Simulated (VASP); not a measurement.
# Ru (Cmcm) in VASP: further runs

Ru is run at these levels: PBEsol; tasks: single point.

Program: VASP 6.6.1. These are calculated values, not measurements. Logs are shortened: lines on timing, memory, paths and dates and some standing lists are left out, and cuts for length are marked.

### Step 1. The cell of the first run

The structure is orthorhombic, space group Cmcm (No. 63). Conventional cell: a = 2.618 Å, b = 4.534 Å, c = 4.252 Å, α = 90.00°, β = 90.00°, γ = 90.00°. Ru (site symmetry m2m) has 12 Ru at 2.56 to 2.64 Å within 3.4 Å.

### Step 2. Single point, PBEsol (atoms displaced along a vibrational mode, the cell strained)

The input, INCAR:

```
PREC = Accurate ; ENCUT = 520
EDIFF = 1E-7 ; ISMEAR = 0
SIGMA = 0.15 ; LREAL = False
LASPH = True ; NELM = 60
ALGO = Fast ; ISIF = 2
LWAVE = False ; LCHARG = False
GGA = PS ; NBANDS = 21
```

The input, KPOINTS:

```
regular mesh
0
Gamma
  18 18 10
```

The input, POSCAR:

```
Ru
1.0
    2.6178701703      0.0000000000      0.0000000000
   -1.3089350852      2.2671420713      0.0000000000
    0.0000000000      0.0000000000      4.2523798378
Ru
2
Direct
    0.3433576522      0.6867153044      0.2500000000
    0.6566423478      0.3132846956      0.7500000000
```

Potentials or basis: VASP PAW PBE potentials, release 64 (Ru_pv).

The run is started by

```sh
$ cat potpaw_PBE.64/Ru_pv/POTCAR > POTCAR
$ mpirun -np 1 vasp_std > vasp.out
```

OUTCAR:

```text
PREC = Accurate
   ENCUT = 520
   EDIFF = 1E-7
   ISMEAR = 0
   LREAL = False
   LASPH = True
   NELM = 60
   ISIF = 2
   GGA = PS

 ion  position               nearest neighbor table
   1  0.343  0.687  0.250-   2 2.56   2 2.56   2 2.64   2 2.64   2 2.64   2 2.64
   2  0.657  0.313  0.750-   1 2.56   1 2.56   1 2.64   1 2.64   1 2.64   1 2.64

  LATTYP: Found a hexagonal cell.
 ALAT       =     2.6178701703
 C/A-ratio  =     1.6243662066

  Lattice vectors:

 A1 = (   2.6178701703,   0.0000000000,   0.0000000000)
 A2 = (  -1.3089350852,   2.2671420713,   0.0000000000)
 A3 = (   0.0000000000,   0.0000000000,   4.2523798378)

Analysis of symmetry for initial positions (statically):
=====================================================================
 Subroutine PRICEL returns:
 Original cell was already a primitive cell.

 Routine SETGRP: Setting up the symmetry group for a
 hexagonal supercell.

 Subroutine GETGRP returns: Found  8 space group operations
 (whereof  4 operations were pure point group operations)
 out of a pool of 24 trial point group operations.

The static configuration has the point symmetry C_2h.
 The point group associated with its full space group is D_2h.

Analysis of symmetry for dynamics (positions and initial velocities):
=====================================================================
 Subroutine PRICEL returns:
 Original cell was already a primitive cell.

 Routine SETGRP: Setting up the symmetry group for a
 hexagonal supercell.

 Subroutine GETGRP returns: Found  8 space group operations
 (whereof  4 operations were pure point group operations)
 out of a pool of 24 trial point group operations.

The dynamic configuration has the point symmetry C_2h.
 The point group associated with its full space group is D_2h.

 Subroutine INISYM returns: Found  8 space group operations
 (whereof  4 operations are pure point group operations),
 and found     1 'primitive' translations

----------------------------------------------------------------------------------------

                                     Primitive cell

  volume of cell :      25.2382

  direct lattice vectors                    reciprocal lattice vectors
     2.617870170  0.000000000  0.000000000     0.381989914  0.220541979  0.000000000
    -1.308935085  2.267142071  0.000000000     0.000000000  0.441083959  0.000000000
     0.000000000  0.000000000  4.252379838     0.000000000  0.000000000  0.235162436

  length of vectors
     2.617870170  2.617870170  4.252379838     0.441083959  0.441083959  0.235162436

  position of ions in fractional coordinates (direct lattice)
     0.343357652  0.686715304  0.250000000
     0.656642348  0.313284696  0.750000000

  ion indices of the primitive-cell ions
   primitive index   ion index
                 1           1
                 2           2

----------------------------------------------------------------------------------------

 KPOINTS: regular mesh

Automatic generation of k-mesh.
 Grid dimensions read from file:
 generate k-points for:   18   18   10

 Generating k-lattice:

  Cartesian coordinates                     Fractional coordinates (reciprocal lattice)
     0.021221662  0.012252332  0.000000000     0.055555556  0.000000000  0.000000000
     0.000000000  0.024504664  0.000000000     0.000000000  0.055555556  0.000000000
     0.000000000  0.000000000  0.023516244     0.000000000  0.000000000  0.100000000

  Length of vectors
     0.024504664  0.024504664  0.023516244

  Shift w.r.t. Gamma in fractional coordinates (k-lattice)
     0.000000000  0.000000000  0.000000000

 Subroutine IBZKPT returns following result:
 ===========================================

 Found    546 irreducible k-points:

 Following reciprocal coordinates:
            Coordinates               Weight
  0.000000  0.000000  0.000000      1.000000
  0.055556  0.000000  0.000000      4.000000
  0.000000  0.055556  0.000000      2.000000
  0.111111  0.000000  0.000000      4.000000
  0.000000  0.111111  0.000000      2.000000
[... 48 lines left out ...]
      6     -28.3873      2.00000
[... 13 lines left out ...]
     20      24.2983      0.00000
     21      24.9594      0.00000

 k-point     2 :       0.0556    0.0000    0.0000
  band No.  band energies     occupation
      1     -29.7682      2.00000
      2     -28.6313      2.00000
      3     -28.5758      2.00000
      4     -28.4387      2.00000
      5     -28.3959      2.00000
      6     -28.3919      2.00000
[... 13 lines left out ...]
     20      24.2983      0.00000
     21      24.9401      0.00000

 k-point     3 :       0.0000    0.0556    0.0000
  band No.  band energies     occupation
      1     -29.7669      2.00000
      2     -28.6459      2.00000
      3     -28.5618      2.00000
      4     -28.4213      2.00000
      5     -28.4130      2.00000
      6     -28.3934      2.00000
[... 13 lines left out ...]
     20      24.2983      0.00000
     21      24.9378      0.00000

 k-point     4 :       0.1111    0.0000    0.0000
  band No.  band energies     occupation
      1     -29.7304      2.00000
      2     -28.7021      2.00000
      3     -28.6262      2.00000
      4     -28.5293      2.00000
      5     -28.4123      2.00000
      6     -28.4059      2.00000
[... 13 lines left out ...]
     20      24.2982      0.00000
     21      24.8753      0.00000

 k-point     5 :       0.0000    0.1111    0.0000
  band No.  band energies     occupation
      1     -29.7250      2.00000
      2     -28.7355      2.00000
      3     -28.5933      2.00000
      4     -28.5176      2.00000
      5     -28.4240      2.00000
      6     -28.4119      2.00000
[... 13 lines left out ...]
     20      24.2982      0.00000
     21      24.8675      0.00000
[... 382 lines left out ...]
     20      24.2982      0.00000
     21      24.9011      0.00000

 k-point    22 :       0.1111    0.0556    0.0000
  band No.  band energies     occupation
      1     -29.6899      2.00000
      2     -28.7909      2.00000
      3     -28.6786      2.00000
      4     -28.5749      2.00000
      5     -28.4389      2.00000
      6     -28.4244      2.00000
[... 13 lines left out ...]
     20      24.2982      0.00000
     21      24.8008      0.00000

 k-point    23 :      -0.0556    0.1667    0.0000
  band No.  band energies     occupation
      1     -29.6858      2.00000
      2     -28.8083      2.00000
      3     -28.6615      2.00000
      4     -28.5713      2.00000
      5     -28.4427      2.00000
      6     -28.4291      2.00000
[... 13 lines left out ...]
     20      24.2982      0.00000
     21      24.7972      0.00000

 k-point    24 :      -0.1667    0.1111    0.0000
  band No.  band energies     occupation
      1     -29.6962      2.00000
      2     -28.7608      2.00000
      3     -28.6926      2.00000
      4     -28.5998      2.00000
      5     -28.4295      2.00000
      6     -28.4173      2.00000
[... 13 lines left out ...]
     20      24.2982      0.00000
     21      24.8141      0.00000

 [... further k-points ...]

------------------------ aborting loop because EDIFF is reached ----------------------------------------

  FORCE on cell =-STRESS in cart. coord.  units (eV):
  Direction    XX          YY          ZZ          XY          YZ          ZX
  --------------------------------------------------------------------------------------
  -------------------------------------------------------------------------------------
  Total        3.8085490      4.4994932      1.9759929     -0.0000000     -0.0000000      0.0000000
  in kB      241.7749153    285.6375420    125.4402965     -0.0000000     -0.0000000      0.0000000
  external PRESSURE =     217.6175846 kB  Pullay stress =       0.0000000 kB

 VOLUME and BASIS-vectors are now :
 -----------------------------------------------------------------------------
  energy-cutoff  :      520.00
  volume of cell :       25.24
      direct lattice vectors                 reciprocal lattice vectors
     2.617870170  0.000000000  0.000000000     0.381989914  0.220541979  0.000000000
    -1.308935085  2.267142071  0.000000000     0.000000000  0.441083959  0.000000000
     0.000000000  0.000000000  4.252379838     0.000000000  0.000000000  0.235162436

 POSITION                                       TOTAL-FORCE (eV/Angst)
 -----------------------------------------------------------------------------------
     -0.00000      1.55688      1.06309         0.000000     -0.743041      0.000000
      1.30894      0.71026      3.18928        -0.000000      0.743041      0.000000
 -----------------------------------------------------------------------------------
    total drift:                               -0.000000      0.000000     -0.000000

  FREE ENERGIE OF THE ION-ELECTRON SYSTEM (eV)
  ---------------------------------------------------
  free  energy   TOTEN  =       -20.2074232022 eV

  energy  without entropy=      -20.1910345659  energy(sigma->0) =      -20.19922888
```

Wall time 3.6 min (1 thread of Intel Xeon 6975P-C (Granite Rapids), shared host); peak memory 0.32 GiB.

Results:

| Quantity | Value |
| --- | --- |
| Free energy | -20.2074 eV |
| Pressure | 21.8 GPa |
| Largest force | 0.743 eV/Å |
| Band gap on the k mesh | zero (bands 14 and 15 overlap by 3.58 eV) |

Forces in eV/Å, atoms in the order of the input:
```
Ru   0.000 -0.743  0.000
Ru   0.000  0.743  0.000
```

Levels at points of the mesh, in eV from the Fermi level:
| k point | band 10 | band 11 | band 12 | band 13 | band 14 | band 15 | band 16 | band 17 | band 18 | band 19 |
| --- | --- | --- | --- | --- | --- | --- | --- | --- | --- | --- |
| (0.00, 0.00, 0.00) | -2.93 | -2.82 | -2.28 | -2.03 | -1.59 | -1.02 | 1.01 | 1.02 | 1.65 | 10.19 |
| (0.50, 0.00, 0.00) | -3.18 | -2.25 | -1.85 | -1.71 | 1.86 | 2.04 | 2.18 | 4.39 | 6.87 | 10.21 |
| (0.00, 0.50, 0.00) | -3.09 | -2.91 | -2.11 | -1.83 | 1.74 | 2.00 | 2.31 | 4.86 | 6.45 | 12.20 |
| (0.00, 0.00, 0.50) | -3.15 | -3.05 | -3.05 | -2.92 | -2.92 | 0.51 | 0.51 | 0.72 | 0.72 | 10.21 |
| (0.50, 0.00, 0.50) | -5.18 | -1.08 | -1.08 | 0.34 | 0.34 | 2.07 | 2.07 | 3.88 | 3.88 | 10.20 |
| (0.00, 0.50, 0.50) | -5.19 | -1.05 | -1.05 | 0.88 | 0.88 | 2.04 | 2.04 | 3.36 | 3.36 | 10.20 |

Caveat: the cell differs from its parent crystal (atoms displaced along a vibrational mode, the cell strained); the cell stands under pressure; the PAW data sets were made with another functional, which shifts forces and pressure a little.

### Step 3. Single point, PBEsol (atoms displaced along a vibrational mode, the cell strained)

The input, INCAR:

```
PREC = Accurate
ENCUT = 520
EDIFF = 1E-6
ISMEAR = 0
SIGMA = 0.15
LREAL = False
LASPH = True
NELM = 60
ALGO = Fast
ISIF = 2
LWAVE = False
LCHARG = False
GGA = PS
NBANDS = 21
```

The input, KPOINTS:

```
Automatic mesh
0
Gamma
  18 18 10
```

The input, POSCAR:

```
Ru
1.0
    2.6178701703      0.0000000000      0.0000000000
   -1.3089350852      2.2671420713      0.0000000000
    0.0000000000      0.0000000000      4.2523798378
Ru
2
Direct
    0.3233090145      0.6466180290      0.2500000000
    0.6766909855      0.3533819710      0.7500000000
```

Potentials or basis: VASP PAW PBE potentials, release 64 (Ru_pv).

The run is started by

```sh
$ cat potpaw_PBE.64/Ru_pv/POTCAR > POTCAR
$ mpirun -np 1 vasp_std > vasp.out
```

Wall time 3.1 min (1 thread of Intel Xeon 6975P-C (Granite Rapids), shared host); peak memory 0.32 GiB.

The run converged. Its results:

* Free energy: -20.2064 eV
* Pressure: 21.7 GPa
* Largest force: 0.775 eV/Å
* Band gap on the k mesh: zero (bands 14 and 15 overlap by 3.60 eV)

Forces in eV/Å, atoms in the order of the input:
```
Ru   0.000  0.775  0.000
Ru   0.000 -0.775  0.000
```

Stress tensor (GPa, compression positive):
```
28.68  0.00  0.00
 0.00 23.99  0.00
 0.00  0.00 12.56
```

Levels at points of the mesh, in eV from the Fermi level:
| k point | band 11 | band 12 | band 13 | band 14 | band 15 | band 16 | band 17 | band 18 |
| --- | --- | --- | --- | --- | --- | --- | --- | --- |
| (0.00, 0.00, 0.00) | -2.80 | -2.21 | -2.08 | -1.60 | -1.00 | 1.00 | 1.02 | 1.67 |
| (0.50, 0.00, 0.00) | -2.69 | -1.98 | -1.86 | 1.78 | 1.97 | 2.26 | 4.71 | 6.59 |
| (0.00, 0.50, 0.00) | -2.03 | -1.80 | -1.58 | 1.91 | 2.14 | 2.15 | 4.24 | 7.00 |
| (0.00, 0.00, 0.50) | -3.02 | -3.02 | -2.94 | -2.94 | 0.51 | 0.51 | 0.71 | 0.71 |
| (0.50, 0.00, 0.50) | -1.04 | -1.04 | 0.71 | 0.71 | 2.05 | 2.05 | 3.54 | 3.54 |
| (0.00, 0.50, 0.50) | -1.11 | -1.11 | 0.13 | 0.13 | 2.07 | 2.07 | 4.05 | 4.05 |

Caveat: the cell differs from its parent crystal (atoms displaced along a vibrational mode, the cell strained); the cell stands under pressure; the PAW data sets were made with another functional, which shifts forces and pressure a little.

### Step 4. Single point, PBEsol (atoms displaced along a vibrational mode, the cell strained)

The input, INCAR:

```
PREC     = Accurate       # precision mode
ENCUT    = 520            # plane-wave cutoff, eV
EDIFF    = 1E-6           # SCF threshold, eV
ISMEAR   = 0              # smearing method
SIGMA    = 0.15           # smearing width, eV
LREAL    = False          # projectors in reciprocal space
LASPH    = True           # aspherical terms in the spheres
NELM     = 60             # most SCF steps
ALGO     = Fast           # electronic algorithm
ISIF     = 2              # what is computed and relaxed
LWAVE    = False          # write WAVECAR
LCHARG   = False          # write CHGCAR
GGA      = PS             # functional
NBANDS   = 21             # bands
```

KPOINTS is that of step 3.

The input, POSCAR:

```
Ru
1.0
    2.6539119460      0.0000000000      0.0000000000
   -1.3269559730      2.2983551647      0.0000000000
    0.0000000000      0.0000000000      4.2523798378
Ru
2
Direct
    0.3233090145      0.6466180290      0.2500000000
    0.6766909855      0.3533819710      0.7500000000
```

The run is started by

```sh
$ cat potpaw_PBE.64/Ru_pv/POTCAR > POTCAR
$ mpirun -np 1 vasp_std > vasp.out
```

It took 2 min on 1 thread of Intel Xeon 6975P-C (Granite Rapids), shared host; peak memory 0.33 GiB.

The run converged. Its results:

```yaml
Free_energy: -20.2901 eV
Pressure: 10.2 GPa
Largest_force: 0.749 eV/Å
Band_gap_on_the_k_mesh: zero (bands 14 and 15 overlap by 3.37 eV)
```

Forces in eV/Å, atoms in the order of the input:
```
Ru   0.000  0.749  0.000
Ru   0.000 -0.749  0.000
```

Stress tensor (GPa, compression positive):
```
14.16  0.00  0.00
 0.00 10.01  0.00
 0.00  0.00  6.36
```

Levels at points of the mesh, in eV from the Fermi level:
| k point | band 10 | band 11 | band 12 | band 13 | band 14 | band 15 | band 16 | band 17 | band 18 | band 19 |
| --- | --- | --- | --- | --- | --- | --- | --- | --- | --- | --- |
| (0.00, 0.00, 0.00) | -2.83 | -2.69 | -2.08 | -1.97 | -1.67 | -1.06 | 0.94 | 1.15 | 1.61 | 10.21 |
| (0.50, 0.00, 0.00) | -3.07 | -2.51 | -1.98 | -1.74 | 1.61 | 1.94 | 2.10 | 4.51 | 6.33 | 11.68 |
| (0.00, 0.50, 0.00) | -3.24 | -1.86 | -1.65 | -1.60 | 1.74 | 1.97 | 2.12 | 4.04 | 6.75 | 11.02 |
| (0.00, 0.00, 0.50) | -3.00 | -2.92 | -2.92 | -2.86 | -2.86 | 0.48 | 0.48 | 0.69 | 0.69 | 10.24 |
| (0.50, 0.00, 0.50) | -4.94 | -1.04 | -1.04 | 0.67 | 0.67 | 1.89 | 1.89 | 3.40 | 3.40 | 10.23 |
| (0.00, 0.50, 0.50) | -4.89 | -1.12 | -1.12 | 0.12 | 0.12 | 1.91 | 1.91 | 3.92 | 3.92 | 10.22 |

Caveat: the cell differs from its parent crystal (atoms displaced along a vibrational mode, the cell strained); the cell stands under pressure; the PAW data sets were made with another functional, which shifts forces and pressure a little.

### Step 5. Single point, PBEsol (atoms displaced along a vibrational mode, the cell strained)

The input, INCAR:

```
SYSTEM = Ru
ALGO = Fast
EDIFF = 1E-6
ENCUT = 520
GGA = PS
ISIF = 2
ISMEAR = 0
LASPH = .TRUE.
LCHARG = .FALSE.
LREAL = .FALSE.
LWAVE = .FALSE.
NBANDS = 21
NELM = 100
PREC = Accurate
SIGMA = 0.15
```

The input, KPOINTS:

```
k-points
0
G
  18 18 10
  0 0 0
```

The input, POSCAR:

```
Ru
1.0
    2.6539119460      0.0000000000      0.0000000000
   -1.3269559730      2.2983551647      0.0000000000
    0.0000000000      0.0000000000      4.2523798378
Ru
2
Direct
    0.3433576522      0.6867153044      0.2500000000
    0.6566423478      0.3132846956      0.7500000000
```

The run is started by

```sh
$ cat potpaw_PBE.64/Ru_pv/POTCAR > POTCAR
$ mpirun -np 1 vasp_std > vasp.out
```

Wall time 90 s (1 thread of Intel Xeon 6975P-C (Granite Rapids), shared host); peak memory 0.33 GiB.

It converged, with:

- Free energy: -20.2912 eV
- Pressure: 10.2 GPa
- Largest force: 0.714 eV/Å
- Band gap on the k mesh: zero (bands 14 and 15 overlap by 3.40 eV)

Forces on the atoms (eV/Å):
```
Ru   0.000 -0.714  0.000
Ru   0.000  0.714  0.000
```

Stress tensor (GPa, compression positive):
```
10.21  0.00  0.00
 0.00 14.10  0.00
 0.00  0.00  6.41
```

Levels at points of the mesh, in eV from the Fermi level:
| k point | band 12 | band 13 | band 14 | band 15 | band 16 | band 17 |
| --- | --- | --- | --- | --- | --- | --- |
| (0.00, 0.00, 0.00) | -2.17 | -1.91 | -1.65 | -1.08 | 0.95 | 1.15 |
| (0.50, 0.00, 0.00) | -1.73 | -1.71 | 1.69 | 2.01 | 2.02 | 4.20 |
| (0.00, 0.50, 0.00) | -2.11 | -1.71 | 1.56 | 1.97 | 2.15 | 4.66 |
| (0.00, 0.00, 0.50) | -2.97 | -2.84 | -2.84 | 0.48 | 0.48 | 0.70 |
| (0.50, 0.00, 0.50) | -1.08 | 0.32 | 0.32 | 1.90 | 1.90 | 3.75 |
| (0.00, 0.50, 0.50) | -1.05 | 0.84 | 0.84 | 1.88 | 1.88 | 3.23 |

Caveat: the cell differs from its parent crystal (atoms displaced along a vibrational mode, the cell strained); the cell stands under pressure; the PAW data sets were made with another functional, which shifts forces and pressure a little.

### Step 6. The runs side by side

| cell | further INCAR settings | gap on the mesh (eV) | pressure (GPa) | largest force (eV/Å) |
| --- | --- | --- | --- | --- |
| a = 2.618, b = 2.618, c = 4.252 Å, angles 90.0, 90.0, 120.0°, 2 atoms, atomic positions A | ALGO = Fast; EDIFF = 1e-07; NBANDS = 21 | none | 21.8 | 0.74 |
| a = 2.618, b = 2.618, c = 4.252 Å, angles 90.0, 90.0, 120.0°, 2 atoms, atomic positions B | ALGO = Fast; EDIFF = 1e-06; NBANDS = 21 | none | 21.7 | 0.77 |
| a = 2.654, b = 2.654, c = 4.252 Å, angles 90.0, 90.0, 120.0°, 2 atoms, atomic positions B | ALGO = Fast; EDIFF = 1e-06; NBANDS = 21 | none | 10.2 | 0.75 |
| a = 2.654, b = 2.654, c = 4.252 Å, angles 90.0, 90.0, 120.0°, 2 atoms, atomic positions A | ALGO = Fast; EDIFF = 1e-06; NBANDS = 21 | none | 10.2 | 0.71 |

Alike in all rows: task single point; level PBEsol; potentials or basis VASP PAW PBE potentials, release 64 (Ru_pv); no spin polarisation; k mesh 18 × 18 × 10; cutoff (eV) 520; smearing gaussian 0.15 eV.

Caveats: the cell stands under pressure; the PAW data sets were made with another functional, which shifts forces and pressure a little.

Total energies depend on the potentials used, so only differences within one code and one set of settings carry meaning.
